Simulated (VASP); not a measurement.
The system is CaHf.

```
Ca Hf
1.0
     3.36645    0.00000    0.00000
     0.00000    3.36645    0.00000
     0.00000    0.00000    4.41246
Ca Hf
1 1
Direct
  0.50000 0.50000 0.50000
  0.00000 0.00000 0.00000
```

* Program: VASP 6.6.1
* Task: relaxation of cell and atoms
* Functional: PBE
* Potentials or basis: VASP PAW PBE potentials, release 64 (Ca_sv, Hf_pv)
* Cutoff: 600 eV
* k mesh: 6 × 6 × 4
* Occupations: gaussian, width 0.1 eV
* Spin: no spin polarisation

At the start: pressure 5.7 GPa; volume 25.00 Å³/atom.

Question: Where does the relaxation end?

Answer: Over 9 steps the energy falls by 132.5 meV/atom and the volume is 27.61 Å³/atom (+10.4 %); space group P4/mmm (No. 123, to 0.05 Å).

The path:
| step | energy change (eV) | largest force (eV/Å) | pressure (GPa) | volume (Å³) |
| --- | --- | --- | --- | --- |
| 1 | 0.0000 | 0.0000 | 5.66 | 50.01 |
| 2 | -0.1436 | 0.0000 | -0.79 | 56.63 |
| 3 | -0.1440 | 0.0000 | -1.16 | 57.17 |
| 4 | -0.1964 | 0.0000 | -1.06 | 56.92 |
| 5 | -0.2606 | 0.0000 | -0.69 | 56.14 |
| 6 | -0.2612 | 0.0000 | -0.50 | 55.73 |
| 7 | -0.2635 | 0.0000 | -0.60 | 55.95 |
| 8 | -0.2642 | 0.0000 | 0.42 | 54.70 |
| 9 | -0.2649 | 0.0000 | -0.01 | 55.22 |

Final structure:
```
CELL_PARAMETERS angstrom
3.23981 0.00000 0.00000
0.00000 3.23981 0.00000
0.00000 0.00000 5.26068
ATOMIC_POSITIONS crystal
Ca 0.50000 0.50000 0.50000
Hf 0.00000 0.00000 0.00000
```
